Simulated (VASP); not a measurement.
# MgS (Fm-3m) in VASP: G0W0 quasiparticle levels with PBE

Aim: the G0W0 quasiparticle levels of MgS with PBE.

Program: VASP 6.6.1. These are calculated values, not measurements. Logs are shortened: lines on timing, memory, paths and dates and some standing lists are left out, and cuts for length are marked.

**1. The cell of the first run**

The structure is cubic, space group Fm-3m (No. 225). The conventional cell has a = 5.203 Å, b = 5.203 Å, c = 5.203 Å, α = 90.00°, β = 90.00°, γ = 90.00°. Mg (site symmetry m-3m) has 6 S at 2.60 Å within 3.4 Å. S (site symmetry m-3m) has 6 Mg at 2.60 Å within 3.4 Å.

**2. G0W0 quasiparticle levels, PBE**

POSCAR

```
MgS
1.0
    0.0000000000      2.6015177399      2.6015177399
    2.6015177399      0.0000000000      2.6015177399
    2.6015177399      2.6015177399      0.0000000000
Mg S
1 1
Direct
    0.0000000000      0.0000000000      0.0000000000
    0.5000000000      0.5000000000      0.5000000000
```

INCAR.step1

```
PREC = Accurate
ENCUT = 500
EDIFF = 1E-8
ISMEAR = 0
SIGMA = 0.01
LREAL = F
LASPH = T
NELM = 80
ALGO = Normal
LWAVE = T
LCHARG = F
GGA = PE
```

INCAR.step2

```
PREC = Accurate
ENCUT = 500
EDIFF = 1E-8
ISMEAR = 0
SIGMA = 0.01
LREAL = F
LASPH = T
NELM = 1
ALGO = Exact
LWAVE = T
LCHARG = F
GGA = PE
NBANDS = 247
LOPTICS = T
ISTART = 1
```

INCAR.step3

```
PREC = Accurate
ENCUT = 500
EDIFF = 1E-8
ISMEAR = 0
SIGMA = 0.01
LREAL = F
LASPH = T
ALGO = EVGW0
LWAVE = F
LCHARG = F
GGA = PE
NELMGW = 1
NBANDS = 247
ENCUTGW = 200
NOMEGA = 96
PRECFOCK = Fast
ISTART = 1
NBANDSGW = 12
OMEGAMAX = 20
```

KPOINTS

```
Automatic mesh
0
Gamma
  4 4 4
```

Potentials or basis: VASP PAW PBE potentials, release 64 (Mg_GW, S_GW).

Started as:

```sh
$ cat potpaw_PBE.64/Mg_GW/POTCAR potpaw_PBE.64/S_GW/POTCAR > POTCAR
$ cp INCAR.step1 INCAR
$ mpirun -np 1 vasp_std > vasp.out
$ cp INCAR.step2 INCAR
$ mpirun -np 1 vasp_std > vasp.out
$ cp INCAR.step3 INCAR
$ mpirun -np 1 vasp_std > vasp.out
```

OUTCAR:

```text
PREC = Accurate
   ENCUT = 500
   EDIFF = 1E-8
   ISMEAR = 0
   LREAL = F
   LASPH = T
   GGA = PE
   NELMGW = 1
   ENCUTGW = 200
   PRECFOCK = Fast
   ISTART = 1

 ion  position               nearest neighbor table
   1  0.000  0.000  0.000-
   2  0.500  0.500  0.500-

  LATTYP: Found a face centered cubic cell.
 ALAT       =     5.2030354798

  Lattice vectors:

 A1 = (   0.0000000000,   2.6015177399,   2.6015177399)
 A2 = (   2.6015177399,   0.0000000000,   2.6015177399)
 A3 = (   2.6015177399,   2.6015177399,   0.0000000000)

Analysis of symmetry for initial positions (statically):
=====================================================================
 Subroutine PRICEL returns:
 Original cell was already a primitive cell.

 Routine SETGRP: Setting up the symmetry group for a
 face centered cubic supercell.

 Subroutine GETGRP returns: Found 48 space group operations
 (whereof 48 operations were pure point group operations)
 out of a pool of 48 trial point group operations.

The static configuration has the point symmetry O_h .

Analysis of symmetry for dynamics (positions and initial velocities):
=====================================================================
 Subroutine PRICEL returns:
 Original cell was already a primitive cell.

 Routine SETGRP: Setting up the symmetry group for a
 face centered cubic supercell.

 Subroutine GETGRP returns: Found 48 space group operations
 (whereof 48 operations were pure point group operations)
 out of a pool of 48 trial point group operations.

The dynamic configuration has the point symmetry O_h .

 Subroutine INISYM returns: Found 48 space group operations
 (whereof 48 operations are pure point group operations),
 and found     1 'primitive' translations

----------------------------------------------------------------------------------------

                                     Primitive cell

  volume of cell :      35.2136

  direct lattice vectors                    reciprocal lattice vectors
     0.000000000  2.601517740  2.601517740    -0.192195499  0.192195499  0.192195499
     2.601517740  0.000000000  2.601517740     0.192195499 -0.192195499  0.192195499
     2.601517740  2.601517740  0.000000000     0.192195499  0.192195499 -0.192195499

  length of vectors
     3.679101671  3.679101671  3.679101671     0.332892369  0.332892369  0.332892369

  position of ions in fractional coordinates (direct lattice)
     0.000000000  0.000000000  0.000000000
     0.500000000  0.500000000  0.500000000

  ion indices of the primitive-cell ions
   primitive index   ion index
                 1           1
                 2           2

----------------------------------------------------------------------------------------

 KPOINTS: Automatic mesh

Automatic generation of k-mesh.
 Grid dimensions read from file:
 generate k-points for:    4    4    4

 Generating k-lattice:

  Cartesian coordinates                     Fractional coordinates (reciprocal lattice)
    -0.048048875  0.048048875  0.048048875     0.250000000  0.000000000  0.000000000
     0.048048875 -0.048048875  0.048048875     0.000000000  0.250000000  0.000000000
     0.048048875  0.048048875 -0.048048875     0.000000000  0.000000000  0.250000000

  Length of vectors
     0.083223092  0.083223092  0.083223092

  Shift w.r.t. Gamma in fractional coordinates (k-lattice)
     0.000000000  0.000000000  0.000000000

 Subroutine IBZKPT returns following result:
 ===========================================

 Found      8 irreducible k-points:

 Following reciprocal coordinates:
            Coordinates               Weight
  0.000000  0.000000  0.000000      1.000000
  0.250000  0.000000  0.000000      8.000000
  0.500000  0.000000  0.000000      4.000000
  0.250000  0.250000  0.000000      6.000000
  0.500000  0.250000  0.000000     24.000000
 -0.250000  0.250000  0.000000     12.000000
  0.500000  0.500000  0.000000      3.000000
 -0.250000  0.500000  0.250000      6.000000
   k-points           NKPTS =      8   k-points in BZ     NKDIM =     64   number of bands    NBANDS=    247
   number of dos      NEDOS =    301   number of ions     NIONS =      2
   total plane-waves  NPLWV =  21952
   dimension x,y,z NGX =    28 NGY =   28 NGZ =   28
   dimension x,y,z NGXF=    56 NGYF=   56 NGZF=   56
   ions per type =               1   1
   NGX,Y,Z   is equivalent  to a cutoff of  12.65, 12.65, 12.65 a.u.
   NGXF,Y,Z  is equivalent  to a cutoff of  25.30, 25.30, 25.30 a.u.
 SYSTEM =  unknown system
   PREC   = accura    normal or accurate (medium, high low for compatibility)
   ISTART =      1    job   : 0-new  1-cont  2-samecut
   ICHARG =      0    charge: 1-file 2-atom 10-const
   ISPIN  =      1    spin polarized calculation?
   LNONCOLLINEAR =      F non collinear calculations
   LSORBIT =      F    spin-orbit coupling
   LASPH  =      T    aspherical Exc in radial PAW
   ENCUT  =  500.0 eV  36.75 Ry    6.06 a.u.   6.71  6.71  6.71*2*pi/ulx,y,z
   NELM   =     60;   NELMIN=  2; NELMDL=  0     # of ELM steps
   EDIFF  = 0.1E-07   stopping-criterion for ELM
   LREAL  =      F    real-space projection
   EDIFFG = 0.1E-06   stopping-criterion for IOM
   NSW    =      0    number of steps for IOM
   IBRION =     -1    ionic relax: 0-MD 1-quasi-New 2-CG
   NFREE  =      0    steps in history (QN), initial steepest desc. (CG)
   ISIF   =      0    stress and relaxation
   ISYM   =      3    0-nonsym 1-usesym 2-fastsym
   POTIM  = 0.5000    time-step for ionic-motion
   TEBEG  =    0.0;   TEEND  =   0.0 temperature during run
   PSTRESS=    0.0 pullay stress
   NELECT =       8.0000    total number of electrons
   NUPDOWN=      -1.0000    fix difference up-down
   EMIN   =  10.00;   EMAX   =-10.00  energy-range for DOS
   EFERMI =   0.00;   METHOD = LEGACY
   ISMEAR =     0;   SIGMA  =   0.01  broadening in eV -4-tet -1-fermi 0-gaus
   EFERMI_NEDOS =   21; number of points for ismear=-14 and -15
   IALGO  =     38    algorithm
   IMIX   =      4    mixing-type and parameters
     AMIX     =   0.40;   BMIX     =  1.00
     AMIX_MAG =   1.60;   BMIX_MAG =  1.00
  volume/ion in A,a.u.               =      17.61       118.82
  Fermi-wavevector in a.u.,A,eV,Ry     =   0.998929  1.887702 13.576703  0.997860
  Thomas-Fermi vector in A             =   2.131185
   LORBIT       =      0    0 simple, 1 ext, 2 COOP (PROOUT), +10 PAW based schemes
   GGA     = PE    functional components
   LHFCALC =     T    Hartree Fock is set to
   PRECFOCK=fast      Normal, Fast or Accurate (Low or Medium for compatibility)
   ENCUT4O =  -1.0   cutoff for four orbital integrals eV
   NKREDX  =     1    reduce k-point grid by
   NKREDY  =     1    reduce k-point grid by
   NKREDZ  =     1    reduce k-point grid by
   AEXX    =    1.0000 exact exchange contribution
   HFSCREEN=    0.0000 screening length (either q_TF or 0.3 A-1)
   HFSCREENC=   0.0000 screening length for correlation (either q_TF or 0.3 A-1)
   ENCUTFOCK=  -1.0 apply spherical cutoff to Coloumb kernel
   IVDW    =     0    specifies the selected vdW correction
   LEPSILON=     F    determine dielectric tensor
   LRPA    =     F    only Hartree local field effects (RPA)
   LRPAFORCE           =     F    calculate RPA forces
   ENCUTGW             = 200.0    cutoff for response function in eV
   ENCUTGWSOFT         = 160.0    soft cutoff for Coulomb kernel in GW response function in eV
   ENCUTLF             =  -1.0    cutoff for local field effects
   NELMGW              =     1    number of iterations in solving QP/BSE equation
   NELMHF              =     1    number of iterations in the inner HF iteration
   NKREDLFX            =     1    NKREDLFY  =   1   NKREDLFZ  =   1
 non-spin polarized calculation
 Gauss-broadening in eV      SIGMA  =   0.01
  energy-cutoff  :      500.00
  volume of cell :       35.21
 maximum number of plane-waves:       896
 NGX is ok and might be reduce to    28
  NGX = 16; NGY = 16; NGZ = 16
   NGX = 13   NGY = 13   NGZ = 13
 maximum number of plane-waves:       229

 QP shifts <psi_nk| G(iteration)W_0 |psi_nk>: iteration 1
 for sc-GW calculations column KS-energies equals QP-energies in previous step
 and V_xc(KS)=  KS-energies - (<T + V_ion + V_H > + <T+V_H+V_ion>^1  + <V_x>^1)

 k-point   1 :       0.0000    0.0000    0.0000
  band No.  KS-energies  QP-energies   sigma(KS)   V_xc(KS)     V^pw_x(r,r')   Z            occupation Imag(sigma)

      1      -8.9031      -9.8291     -13.9316     -12.5924     -20.8482       0.6914       2.0000       1.4426
      2       3.7694       2.6971     -14.6962     -13.2991     -16.2918       0.7675       2.0000       0.0305
      3       3.7694       2.6971     -14.6962     -13.2991     -16.2918       0.7675       2.0000       0.0305
      4       3.7694       2.6971     -14.6962     -13.2991     -16.2918       0.7675       2.0000       0.0305
      5       7.4664       7.9263      -9.4285     -10.0068      -5.3349       0.7952       0.0000      -0.0545
      6      11.6705      12.1690      -8.7197      -9.3531      -4.2292       0.7869       0.0000      -0.0702
      7      11.6705      12.1690      -8.7197      -9.3531      -4.2292       0.7869       0.0000      -0.0702
      8      11.6705      12.1690      -8.7197      -9.3531      -4.2292       0.7869       0.0000      -0.0702
      9      14.0200      14.6800      -9.6063     -10.4704      -4.5845       0.7638       0.0000      -0.1165
     10      14.0200      14.6800      -9.6063     -10.4704      -4.5845       0.7638       0.0000      -0.1165
     11      16.3030      16.2305      -7.3509      -7.2547      -1.8104       0.7534       0.0000      -0.2696
     12      16.9252      17.3279      -7.9023      -8.4478      -2.0448       0.7383       0.0000      -0.3534

 k-point   2 :       0.2500    0.0000    0.0000
  band No.  KS-energies  QP-energies   sigma(KS)   V_xc(KS)     V^pw_x(r,r')   Z            occupation Imag(sigma)
[... 97 lines left out ...]
      1      -7.1745      -7.9157     -14.8674     -13.7976     -21.4358       0.6928       2.0000       1.0244
      2       0.5322      -0.6809     -12.8764     -11.2429     -15.3373       0.7427       2.0000       0.0586
      3       0.5322      -0.6809     -12.8764     -11.2429     -15.3373       0.7427       2.0000       0.0586
      4       1.4018       0.3039     -12.9232     -11.4684     -14.9863       0.7546       2.0000       0.0430
      5       8.9898       9.5566      -9.6585     -10.3801      -5.6087       0.7855       0.0000      -0.0575
      6      11.6928      12.1242      -9.4912     -10.0469      -4.8531       0.7762       0.0000      -0.0761
      7      11.6928      12.1242      -9.4912     -10.0469      -4.8531       0.7762       0.0000      -0.0761
      8      11.7890      12.3378      -8.6618      -9.3748      -3.8719       0.7696       0.0000      -0.0900
      9      18.0550      18.4463      -9.3125      -9.8361      -3.0984       0.7474       0.0000      -0.4730
     10      18.0550      18.4463      -9.3125      -9.8361      -3.0984       0.7474       0.0000      -0.4730
     11      19.3448      19.8405      -9.9688     -10.6351      -3.7099       0.7439       0.0000      -0.5356
     12      19.4521      20.0908     -11.1895     -12.0562      -4.7658       0.7369       0.0000      -0.4550
```

Run time: 1.9 min. Hardware: 1 thread of Intel Xeon Platinum 8559C (Emerald Rapids), shared host; peak memory 0.55 GiB.

What came out:

```
Quasiparticle gap                                   : 4.34 eV
Least direct quasiparticle gap                      : 5.23 eV
Band gap of the starting levels on the mesh         : 2.75 eV
Least direct gap of the starting levels on the mesh : 3.70 eV
```

Caveat: the k points lie up to 0.52 Å⁻¹ apart; bands, screening cutoff and mesh are small and nothing is extrapolated, so the quasiparticle values aren't converged.
